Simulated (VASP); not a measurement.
# Ag: electric field gradients with PBE

Ag:

```
Ag
1.0
     0.00000    2.02939    2.02939
     2.02939    0.00000    2.02939
     2.02939    2.02939    0.00000
Ag
1
Direct
  0.00000 0.00000 0.00000
```

This cell differs from its parent crystal: volume scaled by 0.98.

```yaml
Program: VASP 6.6.1
Task: electric field gradients
Functional: PBE
Potentials_or_basis: VASP PAW PBE potentials, release 64 (Ag)
Cutoff: 520 eV
k_mesh: 15 × 15 × 15
Occupations: fermi-dirac, width 0.05 eV
Spin: no spin polarisation
Dipole_correction: no
Further_INCAR_settings: ALGO = Normal; EDIFF = 1e-08; NBANDS = 12
```

```
Pressure : 6.9 GPa
```

Levels at points of the mesh, in eV from the Fermi level:
| k point | band 4 | band 5 | band 6 | band 7 | band 8 | band 9 |
| --- | --- | --- | --- | --- | --- | --- |
| (0.00, 0.00, 0.00) | -5.04 | -3.97 | -3.97 | 15.91 | 19.61 | 19.61 |

Wall time 7.5 s on 1 thread of Intel(R) Xeon(R) 6975P-C (Granite Rapids), with other jobs on the host, peak memory 0.15 GiB.

Caveat: without QUAD_EFG the Cq values of the log hold for a quadrupole moment of 1 mb, not for the nuclei.
